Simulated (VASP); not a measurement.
# BaS in VASP: further runs

BaS is run at these levels: r2SCAN, PBE; tasks: single point.

All numbers are computed with VASP 6.6.1; they aren't measurements. Logs are shortened: lines on timing, memory, paths and dates and some standing lists are left out, and cuts for length are marked.

## 1. The cell of the first run

Symmetry: R-3m, No. 166, trigonal system. The conventional cell has a = 4.542 Å, b = 4.542 Å, c = 11.091 Å, α = 90.00°, β = 90.00°, γ = 120.00°. Ba (site symmetry -3m) has 6 S at 3.21 Å within 4.2 Å. S (site symmetry -3m) has 6 Ba at 3.21 Å within 4.2 Å.

## 2. Single point, r2SCAN (strain along [111] -0.3%)

The input, POSCAR:

```
BaS
1.0
   -0.0066377115      3.2051581624      3.2051581624
    3.2051581624     -0.0066377115      3.2051581624
    3.2051581624      3.2051581624     -0.0066377115
Ba S
1 1
Direct
    0.0000000000      0.0000000000      0.0000000000
    0.5000000000      0.5000000000      0.5000000000
```

The input, INCAR.step1:

```
SYSTEM = BaS
ALGO = Normal
EDIFF = 1E-4
ENCUT = 520
GGA = PE
ISMEAR = 0
LASPH = .True.
LCHARG = .False.
LREAL = .False.
LWAVE = .True.
NBANDS = 15
NELM = 100
PREC = Accurate
SIGMA = 0.01
```

The input, INCAR.step2:

```
SYSTEM = BaS
ALGO = Normal
EDIFF = 1E-6
ENCUT = 520
ISIF = 2
ISMEAR = 0
ISTART = 1
LASPH = .True.
LCHARG = .True.
LELF = .True.
LMIXTAU = .True.
LREAL = .False.
LVHAR = .True.
LWAVE = .False.
METAGGA = R2SCAN
NBANDS = 15
NELM = 100
PREC = Accurate
SIGMA = 0.01
```

The input, KPOINTS:

```
k-points
0
Gamma
  8 8 8
  0 0 0
```

Potentials or basis: VASP PAW PBE potentials, release 64 (Ba_sv, S).

Command:

```sh
> cat potpaw_PBE.64/Ba_sv/POTCAR potpaw_PBE.64/S/POTCAR > POTCAR
> cp INCAR.step1 INCAR
> mpirun -np 1 vasp_std > vasp.out
> cp INCAR.step2 INCAR
> mpirun -np 1 vasp_std > vasp.out
```

OUTCAR:

```text
SYSTEM = BaS
   EDIFF = 1E-6
   ENCUT = 520
   ISIF = 2
   ISMEAR = 0
   ISTART = 1
   LASPH = .True.
   LREAL = .False.
   METAGGA = R2SCAN
   NELM = 100
   PREC = Accurate

 ion  position               nearest neighbor table
   1  0.000  0.000  0.000-   2 3.21   2 3.21   2 3.21   2 3.21   2 3.21   2 3.21
   2  0.500  0.500  0.500-   1 3.21   1 3.21   1 3.21   1 3.21   1 3.21   1 3.21

  LATTYP: Found a trigonal (rhomboedric) cell.
 ALAT       =     4.5327830029
 COS(alpha) =     0.4979279856

  Lattice vectors:

 A1 = (  -0.0066377115,   3.2051581624,   3.2051581624)
 A2 = (   3.2051581624,  -0.0066377115,   3.2051581624)
 A3 = (   3.2051581624,   3.2051581624,  -0.0066377115)

Analysis of symmetry for initial positions (statically):
=====================================================================
 Subroutine PRICEL returns:
 Original cell was already a primitive cell.

 Routine SETGRP: Setting up the symmetry group for a
 trigonal (rhombohedral) supercell.

 Subroutine GETGRP returns: Found 12 space group operations
 (whereof 12 operations were pure point group operations)
 out of a pool of 12 trial point group operations.

The static configuration has the point symmetry D_3d.

Analysis of symmetry for dynamics (positions and initial velocities):
=====================================================================
 Subroutine PRICEL returns:
 Original cell was already a primitive cell.

 Routine SETGRP: Setting up the symmetry group for a
 trigonal (rhombohedral) supercell.

 Subroutine GETGRP returns: Found 12 space group operations
 (whereof 12 operations were pure point group operations)
 out of a pool of 12 trial point group operations.

The dynamic configuration has the point symmetry D_3d.

 Subroutine INISYM returns: Found 12 space group operations
 (whereof 12 operations are pure point group operations),
 and found     1 'primitive' translations

----------------------------------------------------------------------------------------

                                     Primitive cell

  volume of cell :      66.0580

  direct lattice vectors                    reciprocal lattice vectors
    -0.006637711  3.205158162  3.205158162    -0.155514779  0.155837511  0.155837511
     3.205158162 -0.006637711  3.205158162     0.155837511 -0.155514779  0.155837511
     3.205158162  3.205158162 -0.006637711     0.155837511  0.155837511 -0.155514779

  length of vectors
     4.532783003  4.532783003  4.532783003     0.269732286  0.269732286  0.269732286

  position of ions in fractional coordinates (direct lattice)
     0.000000000  0.000000000  0.000000000
     0.500000000  0.500000000  0.500000000

  ion indices of the primitive-cell ions
   primitive index   ion index
                 1           1
                 2           2

----------------------------------------------------------------------------------------

 KPOINTS: k-points

Automatic generation of k-mesh.
 Grid dimensions read from file:
 generate k-points for:    8    8    8

 Generating k-lattice:

  Cartesian coordinates                     Fractional coordinates (reciprocal lattice)
    -0.019439347  0.019479689  0.019479689     0.125000000 -0.000000000 -0.000000000
     0.019479689 -0.019439347  0.019479689    -0.000000000  0.125000000 -0.000000000
     0.019479689  0.019479689 -0.019439347    -0.000000000 -0.000000000  0.125000000

  Length of vectors
     0.033716536  0.033716536  0.033716536

  Shift w.r.t. Gamma in fractional coordinates (k-lattice)
     0.000000000  0.000000000  0.000000000

 Subroutine IBZKPT returns following result:
 ===========================================

 Found     65 irreducible k-points:

 Following reciprocal coordinates:
            Coordinates               Weight
  0.000000  0.000000  0.000000      1.000000
  0.125000  0.000000 -0.000000      6.000000
  0.250000  0.000000 -0.000000      6.000000
  0.375000  0.000000  0.000000      6.000000
  0.500000  0.000000 -0.000000      3.000000
  0.125000  0.125000 -0.000000      6.000000
[... 16 lines left out ...]
  0.250000  0.125000  0.125000      6.000000
  0.375000  0.125000  0.125000      6.000000
 [... further k-points ...]
   k-points           NKPTS =     65   k-points in BZ     NKDIM =     65   number of bands    NBANDS=     15
   number of dos      NEDOS =    301   number of ions     NIONS =      2
   total plane-waves  NPLWV =  46656
   dimension x,y,z NGX =    36 NGY =   36 NGZ =   36
   dimension x,y,z NGXF=    72 NGYF=   72 NGZF=   72
   ions per type =               1   1
   NGX,Y,Z   is equivalent  to a cutoff of  13.20, 13.20, 13.20 a.u.
   NGXF,Y,Z  is equivalent  to a cutoff of  26.41, 26.41, 26.41 a.u.
 SYSTEM =  BaS
   PREC   = accura    normal or accurate (medium, high low for compatibility)
   ISTART =      1    job   : 0-new  1-cont  2-samecut
   ICHARG =      0    charge: 1-file 2-atom 10-const
   ISPIN  =      1    spin polarized calculation?
   LNONCOLLINEAR =      F non collinear calculations
   LSORBIT =      F    spin-orbit coupling
   LASPH  =      T    aspherical Exc in radial PAW
   ENCUT  =  520.0 eV  38.22 Ry    6.18 a.u.   8.43  8.43  8.43*2*pi/ulx,y,z
   NELM   =    100;   NELMIN=  2; NELMDL=  0     # of ELM steps
   EDIFF  = 0.1E-05   stopping-criterion for ELM
   LREAL  =      F    real-space projection
   EDIFFG = 0.1E-04   stopping-criterion for IOM
   NSW    =      0    number of steps for IOM
   IBRION =     -1    ionic relax: 0-MD 1-quasi-New 2-CG
   NFREE  =      0    steps in history (QN), initial steepest desc. (CG)
   ISIF   =      2    stress and relaxation
   ISYM   =      2    0-nonsym 1-usesym 2-fastsym
   POTIM  = 0.5000    time-step for ionic-motion
   TEBEG  =    0.0;   TEEND  =   0.0 temperature during run
   PSTRESS=    0.0 pullay stress
   NELECT =      16.0000    total number of electrons
   NUPDOWN=      -1.0000    fix difference up-down
   EMIN   =  10.00;   EMAX   =-10.00  energy-range for DOS
   EFERMI =   0.00;   METHOD = LEGACY
   ISMEAR =     0;   SIGMA  =   0.01  broadening in eV -4-tet -1-fermi 0-gaus
   EFERMI_NEDOS =   21; number of points for ismear=-14 and -15
   IALGO  =     38    algorithm
   IMIX   =      4    mixing-type and parameters
     AMIX     =   0.40;   BMIX     =  1.00
     AMIX_MAG =   1.60;   BMIX_MAG =  1.00
  volume/ion in A,a.u.               =      33.03       222.89
  Fermi-wavevector in a.u.,A,eV,Ry     =   1.020484  1.928436 14.168949  1.041388
  Thomas-Fermi vector in A             =   2.154056
   LORBIT       =      0    0 simple, 1 ext, 2 COOP (PROOUT), +10 PAW based schemes
   METAGGA = R2SCAN    functional components
   LHFCALC =     F    Hartree Fock is set to
   AEXX    =    0.0000 exact exchange contribution
   IVDW    =     0    specifies the selected vdW correction
   LEPSILON=     F    determine dielectric tensor
   LRPA    =     F    only Hartree local field effects (RPA)
 non-spin polarized calculation
 Gauss-broadening in eV      SIGMA  =   0.01
  energy-cutoff  :      520.00
  volume of cell :       66.06
 maximum number of plane-waves:      1807
 NGX is ok and might be reduce to    36
   NGX = 17   NGY = 17   NGZ = 17

 number of electron      16.0000002 magnetization

 Free energy of the ion-electron system (eV)
  ---------------------------------------------------
  ext. energy  EPLUGINS =         0.00000000
  ---------------------------------------------------
  free energy    TOTEN  =       -39.20447774 eV

  energy without entropy =      -39.20447774  energy(sigma->0) =      -39.20447774

 E-fermi :   1.2499     XC(G=0):  -9.0188

 val. band max:        1.1532287540   @ k =   0.0000   0.0000   0.0000
 cond. band min:       3.6343162087   @ k =   0.5000   0.5000  -0.0000
 fundamental gap:      2.4810874547
 Fermi energy:         1.2498939813

 k-point     1 :       0.0000    0.0000    0.0000
  band No.  band energies     occupation
      1     -25.7080      2.00000
      2     -10.3429      2.00000
      3     -10.3429      2.00000
      4     -10.3426      2.00000
      5      -9.6281      2.00000
      6       1.1458      2.00000
      7       1.1458      2.00000
      8       1.1532      2.00000
      9       5.2972      0.00000
     10       5.4445      0.00000
     11       5.4445      0.00000
     12       5.4715      0.00000
     13       6.4770      0.00000
     14       6.4770      0.00000
     15      10.3180      0.00000

 k-point     2 :       0.1250    0.0000   -0.0000
  band No.  band energies     occupation
      1     -25.7016      2.00000
      2     -10.6612      2.00000
      3     -10.3479      2.00000
      4     -10.3478      2.00000
      5      -9.2948      2.00000
      6       0.7631      2.00000
      7       0.9462      2.00000
      8       0.9541      2.00000
      9       5.4532      0.00000
     10       5.6820      0.00000
     11       5.7047      0.00000
     12       5.8696      0.00000
     13       6.9283      0.00000
     14       6.9284      0.00000
     15      10.9544      0.00000

 k-point     3 :       0.2500    0.0000   -0.0000
  band No.  band energies     occupation
      1     -25.6862      2.00000
      2     -11.0969      2.00000
      3     -10.3602      2.00000
      4     -10.3596      2.00000
      5      -8.8210      2.00000
      6       0.0445      2.00000
      7       0.5431      2.00000
      8       0.5531      2.00000
      9       5.6721      0.00000
     10       6.3467      0.00000
     11       6.3705      0.00000
     12       7.0412      0.00000
     13       8.0749      0.00000
     14       8.0757      0.00000
     15      12.2244      0.00000
[... 343 lines left out ...]
 k-point    23 :       0.2500    0.1250    0.1250
  band No.  band energies     occupation
      1     -25.6922      2.00000
      2     -10.9103      2.00000
      3     -10.3993      2.00000
      4     -10.3410      2.00000
      5      -9.0104      2.00000
      6       0.2562      2.00000
      7       0.5935      2.00000
      8       0.9807      2.00000
      9       5.4247      0.00000
     10       5.8371      0.00000
     11       6.1795      0.00000
     12       6.5051      0.00000
     13       7.4626      0.00000
     14       7.9638      0.00000
     15      11.8598      0.00000

 k-point    24 :       0.3750    0.1250    0.1250
  band No.  band energies     occupation
      1     -25.6768      2.00000
      2     -11.2056      2.00000
      3     -10.4402      2.00000
      4     -10.3529      2.00000
      5      -8.6886      2.00000
      6      -0.2564      2.00000
      7       0.2703      2.00000
      8       0.6975      2.00000
      9       5.6914      0.00000
     10       6.4346      0.00000
     11       7.0014      0.00000
     12       7.4783      0.00000
     13       8.4374      0.00000
     14       9.3678      0.00000
     15      11.9698      0.00000

 [... further k-points ...]
[... 5 lines left out ...]
  --------------------------------------------------------------------------------------
  -------------------------------------------------------------------------------------
  Total        0.3022148      0.3022148      0.3022148      0.0161473      0.0161473      0.0161473
  in kB        7.3299475      7.3299475      7.3299475      0.3916383      0.3916383      0.3916383
  external PRESSURE =       7.3299475 kB  Pullay stress =       0.0000000 kB

 VOLUME and BASIS-vectors are now :
 -----------------------------------------------------------------------------
  energy-cutoff  :      520.00
  volume of cell :       66.06
      direct lattice vectors                 reciprocal lattice vectors
    -0.006637711  3.205158162  3.205158162    -0.155514779  0.155837511  0.155837511
     3.205158162 -0.006637711  3.205158162     0.155837511 -0.155514779  0.155837511
     3.205158162  3.205158162 -0.006637711     0.155837511  0.155837511 -0.155514779

 POSITION                                       TOTAL-FORCE (eV/Angst)
 -----------------------------------------------------------------------------------
      0.00000      0.00000      0.00000        -0.000000      0.000000      0.000000
      3.20184      3.20184      3.20184         0.000000     -0.000000     -0.000000
 -----------------------------------------------------------------------------------
    total drift:                                0.000000      0.000000      0.000000

  FREE ENERGIE OF THE ION-ELECTRON SYSTEM (eV)
  ---------------------------------------------------
  free  energy   TOTEN  =       -39.2044777370 eV

  energy  without entropy=      -39.2044777370  energy(sigma->0) =      -39.20447774
```

Wall time 2.1 min (1 thread of Intel Xeon 6975P-C (Granite Rapids), shared host); peak memory 0.24 GiB.

Results:

```yaml
Free_energy: -39.2045 eV
Pressure: 0.7 GPa
Band_gap_on_the_k_mesh: 2.48 eV (least direct gap 2.63 eV)
```

Levels at points of the mesh, in eV from the valence-band top:
| k point | band 4 | band 5 | band 6 | band 7 | band 8 | band 9 | band 10 | band 11 | band 12 | band 13 |
| --- | --- | --- | --- | --- | --- | --- | --- | --- | --- | --- |
| (0.00, 0.00, 0.00) | -11.50 | -10.78 | -0.01 | -0.01 | 0.00 | 4.14 | 4.29 | 4.29 | 4.32 | 5.32 |
| (0.50, 0.00, 0.00) | -11.53 | -9.50 | -1.89 | -1.06 | -1.05 | 5.98 | 6.09 | 6.78 | 6.81 | 9.49 |
| (0.50, 0.50, 0.00) | -11.68 | -10.69 | -0.55 | -0.15 | -0.14 | 2.48 | 6.48 | 6.63 | 7.96 | 7.97 |
| (0.50, 0.50, 0.50) | -11.53 | -9.51 | -1.89 | -1.07 | -1.07 | 5.99 | 6.09 | 6.81 | 6.81 | 9.50 |

Caveat: the cell differs from its parent crystal (strain along [111] -0.3%); the PAW data sets were made with another functional, which shifts forces and pressure a little; spin-orbit coupling is left out, which moves the levels of the heavy elements.

## 3. Single point, PBE (epitaxial xy strain -1.1%)

The input, INCAR:

```
ALGO     = Normal         # electronic algorithm
EDIFF    = 1E-6           # SCF threshold, eV
ENCUT    = 520            # plane-wave cutoff, eV
GGA      = PE             # functional
ISIF     = 2              # what is computed and relaxed
ISMEAR   = -1             # smearing method
LASPH    = True           # aspherical terms in the spheres
LCHARG   = False          # write CHGCAR
LREAL    = False          # projectors in reciprocal space
LWAVE    = False          # write WAVECAR
NBANDS   = 15             # bands
NELM     = 100            # most SCF steps
PREC     = Accurate       # precision mode
SIGMA    = 0.02           # smearing width, eV
```

The input, KPOINTS:

```
k-points
0
Gamma
  8 8 8
```

The input, POSCAR:

```
BaS
1.0
    0.0000000000      3.1755025805      3.2259768484
    3.1755025805      0.0000000000      3.2259768484
    3.1755025805      3.1755025805      0.0000000000
Ba S
1 1
Direct
    0.0000000000      0.0000000000      0.0000000000
    0.5000000000      0.5000000000      0.5000000000
```

Potentials or basis: VASP PAW PBE potentials, release 64 (Ba_sv, S).

Command:

```sh
> cat potpaw_PBE.64/Ba_sv/POTCAR potpaw_PBE.64/S/POTCAR > POTCAR
> mpirun -np 1 vasp_std > vasp.out
```

It took 46 s on 1 thread of Intel Xeon Platinum 8259CL at 2.50GHz (Skylake/Cascade Lake), shared host; peak memory 0.23 GiB.

The run converged. Its results:

```yaml
Free_energy: -10.1810 eV
Pressure: 1.5 GPa
Band_gap_on_the_k_mesh: 2.08 eV (least direct gap 2.22 eV)
```

Stress tensor (GPa, compression positive):
```
1.98 0.00 0.00
0.00 1.98 0.00
0.00 0.00 0.62
```

Levels at points of the mesh, in eV from the valence-band top:
```
           k point  band 6  band 7  band 8  band 9  band 10  band 11
(0.00, 0.00, 0.00)   -0.05    0.00    0.00    3.58     3.78     3.89
(0.50, 0.00, 0.00)   -1.96   -1.11   -1.10    5.53     5.68     6.28
(0.50, 0.50, 0.00)   -0.59   -0.13   -0.13    2.09     5.90     6.02
(0.50, 0.00, 0.50)   -0.51   -0.19   -0.13    2.08     5.88     6.08
```

Caveat: the cell differs from its parent crystal (epitaxial xy strain -1.1%); spin-orbit coupling is left out, which moves the levels of the heavy elements. A k mesh can miss the band edges.

## 4. Single point, PBE (strain along [111] -0.3%)

The input, INCAR:

```
SYSTEM = BaS
ALGO = Normal
EDIFF = 1E-6
ENCUT = 520
GGA = PE
ISIF = 2
ISMEAR = -1
LASPH = .TRUE.
LCHARG = .FALSE.
LREAL = .FALSE.
LWAVE = .FALSE.
NBANDS = 15
NELM = 100
PREC = Accurate
SIGMA = 0.02
```

The input, KPOINTS:

```
k-points
0
G
  8 8 8
  0 0 0
```

The input, POSCAR:

```
BaS
1.0
   -0.0066377115      3.2051581624      3.2051581624
    3.2051581624     -0.0066377115      3.2051581624
    3.2051581624      3.2051581624     -0.0066377115
Ba S
1 1
Direct
    0.0000000000      0.0000000000      0.0000000000
    0.5000000000      0.5000000000      0.5000000000
```

Command:

```sh
> cat potpaw_PBE.64/Ba_sv/POTCAR potpaw_PBE.64/S/POTCAR > POTCAR
> mpirun -np 1 vasp_std > vasp.out
```

Wall time 57 s (1 thread of Intel Xeon Platinum 8259CL at 2.50GHz (Skylake/Cascade Lake), shared host); peak memory 0.24 GiB.

The run converged. Its results:

```
Free energy            : -10.1911 eV
Pressure               : 0.8 GPa
Band gap on the k mesh : 2.13 eV (least direct gap 2.27 eV)
```

Levels at points of the mesh, in eV from the valence-band top:
| k point | band 5 | band 6 | band 7 | band 8 | band 9 | band 10 | band 11 | band 12 |
| --- | --- | --- | --- | --- | --- | --- | --- | --- |
| (0.00, 0.00, 0.00) | -10.34 | -0.01 | -0.01 | 0.00 | 3.53 | 3.85 | 3.85 | 3.88 |
| (0.50, 0.00, 0.00) | -9.16 | -1.91 | -1.07 | -1.06 | 5.49 | 5.64 | 6.23 | 6.26 |
| (0.50, 0.50, 0.00) | -10.25 | -0.54 | -0.15 | -0.15 | 2.13 | 5.89 | 5.94 | 7.41 |
| (0.50, 0.50, 0.50) | -9.17 | -1.91 | -1.07 | -1.07 | 5.50 | 5.64 | 6.26 | 6.26 |

Caveat: the cell differs from its parent crystal (strain along [111] -0.3%); spin-orbit coupling is left out, which moves the levels of the heavy elements. A k mesh can miss the band edges.

(Continued in part 2 of 2.)
